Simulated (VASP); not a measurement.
# CuO (C2/c) in VASP: single point with PBE+U

Aim: the single point of CuO with PBE+U.

Program: VASP 6.6.1. These are calculated values, not measurements. Logs are shortened: lines on timing, memory, paths and dates and some standing lists are left out, and cuts for length are marked.

## Step 1: The cell of the first run

The structure is monoclinic, space group C2/c (No. 15). The conventional cell has a = 4.653 Å, b = 3.410 Å, c = 5.108 Å, α = 90.00°, β = 99.48°, γ = 90.00°. Cu (site symmetry -1) has 4 O at 1.95 Å within 2.6 Å. O (site symmetry 2) has 6 Cu at 1.95 to 2.77 Å and 6 O at 2.62 to 2.88 Å within 2.9 Å.

## Step 2: Single point, PBE+U

The input, INCAR:

```
ALGO     = Normal         # electronic algorithm
EDIFF    = 1E-6           # SCF threshold, eV
ENCUT    = 600            # plane-wave cutoff, eV
GGA      = PE             # functional
GGA_COMPAT= F            
ISIF     = 2              # what is computed and relaxed
ISMEAR   = -1             # smearing method
LASPH    = T              # aspherical terms in the spheres
LCHARG   = F              # write CHGCAR
LDAU     = T              # DFT+U
LDAUJ    = 0 0          
LDAUL    = 2 -1           # shell
LDAUPRINT= 1            
LDAUTYPE = 2            
LDAUU    = 4 0            # U, eV
LMAXMIX  = 4              # l up to which the mixer works
LREAL    = F              # projectors in reciprocal space
LWAVE    = F              # write WAVECAR
NBANDS   = 25             # bands
NELM     = 200            # most SCF steps
PREC     = Accurate       # precision mode
SIGMA    = 0.1            # smearing width, eV
```

The input, KPOINTS:

```
k-points
0
Gamma
  8 8 5
```

The input, POSCAR:

```
CuO
1.0
    2.3265000000     -1.7050000000      0.0000000000
    2.3265000000      1.7050000000      0.0000000000
   -0.8413000000      0.0000000000      5.0382400000
Cu O
2 2
Direct
    0.0000000000      0.5000000000      0.0000000000
    0.5000000000      0.0000000000      0.5000000000
    0.5840000000      0.4160000000      0.2500000000
    0.4160000000      0.5840000000      0.7500000000
```

Potentials or basis: VASP PAW PBE potentials, release 64 (Cu, O).

The run is started by

```
> cat potpaw_PBE.64/Cu/POTCAR potpaw_PBE.64/O/POTCAR > POTCAR
> mpirun -np 1 vasp_std > vasp.out
```

OUTCAR:

```text
EDIFF = 1E-6
   ENCUT = 600
   GGA = PE
   ISIF = 2
   ISMEAR = -1
   LASPH = T
   LREAL = F
   NELM = 200
   PREC = Accurate

 ion  position               nearest neighbor table
   1  0.000  0.500  0.000-   3 1.95   4 1.95   4 1.95   3 1.95
   2  0.500  0.000  0.500-   4 1.95   3 1.95   4 1.95   3 1.95
   3  0.584  0.416  0.250-   2 1.95   1 1.95   2 1.95   1 1.95
   4  0.416  0.584  0.750-   1 1.95   2 1.95   2 1.95   1 1.95

  LATTYP: Found a base centered monoclinic cell.
 ALAT       =     4.6530000000
 B/A-ratio  =     0.7328605201
 C/A-ratio  =     1.0977860375
 COS(beta)  =    -0.1647024781

  Lattice vectors:

 A1 = (   2.3265000000,  -1.7050000000,   0.0000000000)
 A2 = (   2.3265000000,   1.7050000000,   0.0000000000)
 A3 = (  -0.8413000000,   0.0000000000,   5.0382400000)

Analysis of symmetry for initial positions (statically):
=====================================================================
 Subroutine PRICEL returns:
 Original cell was already a primitive cell.

 Routine SETGRP: Setting up the symmetry group for a
 base centered monoclinic supercell.

 Subroutine GETGRP returns: Found  4 space group operations
 (whereof  2 operations were pure point group operations)
 out of a pool of  4 trial point group operations.

The static configuration has the point symmetry S_2 .
 The point group associated with its full space group is C_2h.

Analysis of symmetry for dynamics (positions and initial velocities):
=====================================================================
 Subroutine PRICEL returns:
 Original cell was already a primitive cell.

 Routine SETGRP: Setting up the symmetry group for a
 base centered monoclinic supercell.

 Subroutine GETGRP returns: Found  4 space group operations
 (whereof  2 operations were pure point group operations)
 out of a pool of  4 trial point group operations.

The dynamic configuration has the point symmetry S_2 .
 The point group associated with its full space group is C_2h.

 Subroutine INISYM returns: Found  4 space group operations
[... 184 lines left out ...]
 -0.0067 -0.0802 -0.0012  0.8581  0.0336
  0.0025  0.0260 -0.0011  0.0336  0.9539

spin component  2

  0.9526 -0.0115 -0.0104 -0.0067  0.0025
 -0.0115  0.9051 -0.0003 -0.0802  0.0260
 -0.0104 -0.0003  0.9688 -0.0012 -0.0011
 -0.0067 -0.0802 -0.0012  0.8581  0.0336
  0.0025  0.0260 -0.0011  0.0336  0.9539

 occupancies and eigenvectors

  o =  0.7862  v = -0.0754 -0.5816 -0.0089 -0.7717  0.2460  0.0000  0.0000  0.0000  0.0000  0.0000      0.0000  0.0000  0.0000  0.0000  0.0000  0.0000  0.0000  0.0000  0.0000  0.0000
  o =  0.7862  v =  0.0000  0.0000  0.0000  0.0000  0.0000 -0.0754 -0.5816 -0.0089 -0.7717  0.2460      0.0000  0.0000  0.0000  0.0000  0.0000  0.0000  0.0000  0.0000  0.0000  0.0000
  o =  0.9472  v =  0.8736  0.1578  0.4149 -0.1868  0.0701  0.0000  0.0000  0.0000  0.0000  0.0000      0.0000  0.0000  0.0000  0.0000  0.0000  0.0000  0.0000  0.0000  0.0000  0.0000
  o =  0.9472  v =  0.0000  0.0000  0.0000  0.0000  0.0000  0.8736  0.1578  0.4149 -0.1868  0.0701      0.0000  0.0000  0.0000  0.0000  0.0000  0.0000  0.0000  0.0000  0.0000  0.0000
  o =  0.9639  v =  0.0123  0.3322 -0.2449 -0.4929 -0.7659  0.0000  0.0000  0.0000  0.0000  0.0000      0.0000  0.0000  0.0000  0.0000  0.0000  0.0000  0.0000  0.0000  0.0000  0.0000
  o =  0.9639  v =  0.0000  0.0000  0.0000  0.0000  0.0000  0.0123  0.3322 -0.2449 -0.4929 -0.7659      0.0000  0.0000  0.0000  0.0000  0.0000  0.0000  0.0000  0.0000  0.0000  0.0000
  o =  0.9663  v =  0.0000  0.0000  0.0000  0.0000  0.0000  0.1107 -0.6865  0.2696  0.3167 -0.5860      0.0000  0.0000  0.0000  0.0000  0.0000  0.0000  0.0000  0.0000  0.0000  0.0000
  o =  0.9663  v =  0.1107 -0.6865  0.2696  0.3167 -0.5860  0.0000  0.0000  0.0000  0.0000  0.0000      0.0000  0.0000  0.0000  0.0000  0.0000  0.0000  0.0000  0.0000  0.0000  0.0000
  o =  0.9749  v =  0.0000  0.0000  0.0000  0.0000  0.0000 -0.4677  0.2349  0.8337 -0.1625 -0.0677      0.0000  0.0000  0.0000  0.0000  0.0000  0.0000  0.0000  0.0000  0.0000  0.0000
  o =  0.9749  v = -0.4677  0.2349  0.8337 -0.1625 -0.0677  0.0000  0.0000  0.0000  0.0000  0.0000      0.0000  0.0000  0.0000  0.0000  0.0000  0.0000  0.0000  0.0000  0.0000  0.0000

 number of electron      33.9999973 magnetization

 Free energy of the ion-electron system (eV)
  ---------------------------------------------------
  ext. energy  EPLUGINS =         0.00000000
  ---------------------------------------------------
  free energy    TOTEN  =       -16.86456120 eV

  energy without entropy =      -16.79767521  energy(sigma->0) =      -16.83111820

 E-fermi :   5.5143     XC(G=0): -11.9411

 val. band max:        5.5102262301   @ k =   0.5000   0.5000   0.4000
 cond. band min:       5.5549866018   @ k =  -0.2500   0.1250   0.4000
 fundamental gap:      0.0447603717
 Fermi energy:         5.5142899181

 k-point     1 :       0.0000    0.0000    0.0000
  band No.  band energies     occupation
      1     -14.2713      2.00000
      2     -12.9097      2.00000
      3      -2.6704      2.00000
      4      -0.2108      2.00000
      5       0.1075      2.00000
      6       1.4281      2.00000
[... 661 lines left out ...]
     24      20.6024      0.00000
     25      21.1907      0.00000

 [... further k-points ...]

------------------------ aborting loop because EDIFF is reached ----------------------------------------

  FORCE on cell =-STRESS in cart. coord.  units (eV):
  Direction    XX          YY          ZZ          XY          YZ          ZX
  --------------------------------------------------------------------------------------
  -------------------------------------------------------------------------------------
  Total        1.5503409      1.4868663      1.2278865      0.0000000      0.0000000     -0.3346845
  in kB       62.1443291     59.5999944     49.2189687      0.0000000      0.0000000    -13.4155942
  external PRESSURE =      56.9877641 kB  Pullay stress =       0.0000000 kB

 VOLUME and BASIS-vectors are now :
 -----------------------------------------------------------------------------
  energy-cutoff  :      600.00
  volume of cell :       39.97
      direct lattice vectors                 reciprocal lattice vectors
     2.326500000 -1.705000000  0.000000000     0.214915109 -0.293255132  0.035887151
     2.326500000  1.705000000  0.000000000     0.214915109  0.293255132  0.035887151
    -0.841300000  0.000000000  5.038240000     0.000000000  0.000000000  0.198482010

 POSITION                                       TOTAL-FORCE (eV/Angst)
 -----------------------------------------------------------------------------------
      1.16325      0.85250      0.00000        -0.000000     -0.000000     -0.000000
      0.74260     -0.85250      2.51912        -0.000000     -0.000000     -0.000000
      2.11617     -0.28644      1.25956         0.000000      0.189970     -0.000000
      1.69552      0.28644      3.77868        -0.000000     -0.189970      0.000000
 -----------------------------------------------------------------------------------
    total drift:                               -0.000000     -0.000000     -0.000000

  FREE ENERGIE OF THE ION-ELECTRON SYSTEM (eV)
  ---------------------------------------------------
  free  energy   TOTEN  =       -16.8645611956 eV

  energy  without entropy=      -16.7976752119  energy(sigma->0) =      -16.83111820
```

Wall time 58 s (1 thread of Oxide Virtual Turin-like, shared host); peak memory 0.19 GiB.

What came out:

- Free energy: -16.8646 eV
- Pressure: 5.7 GPa
- Largest force: 0.190 eV/Å
- Band gap on the k mesh: zero (bands 17 and 18 overlap by 0.57 eV)

Forces on the atoms (eV/Å):
```
Cu   0.000  0.000  0.000
Cu   0.000  0.000  0.000
O    0.000  0.190  0.000
O    0.000 -0.190  0.000
```

Stress tensor (GPa, compression positive):
```
 6.21  0.00 -1.34
 0.00  5.96  0.00
-1.34  0.00  4.92
```

Levels at points of the mesh, in eV from the Fermi level:
```tsv
k point	band 15	band 16	band 17	band 18	band 19	band 20
(0.00, 0.00, 0.00)	-2.45	-2.37	0.22	0.98	1.96	6.48
(0.50, 0.00, 0.00)	-2.03	-1.80	0.05	0.31	5.33	6.84
(0.50, 0.50, 0.00)	-1.94	-1.86	-0.93	1.13	3.80	7.55
```

Eigenvalues of the final occupation matrices:
```csv
site,spin,trace,eigenvalues
site 1 d,1,4.64,0.79 0.95 0.96 0.97 0.97
site 1 d,2,4.64,0.79 0.95 0.96 0.97 0.97
site 2 d,1,4.64,0.79 0.95 0.96 0.97 0.97
site 2 d,2,4.64,0.79 0.95 0.96 0.97 0.97
```

Caveat: the cell stands under pressure; U without spin polarisation on a metal has little footing.

The gap in the log of VASP goes by the Fermi energy; the results here count the filled bands.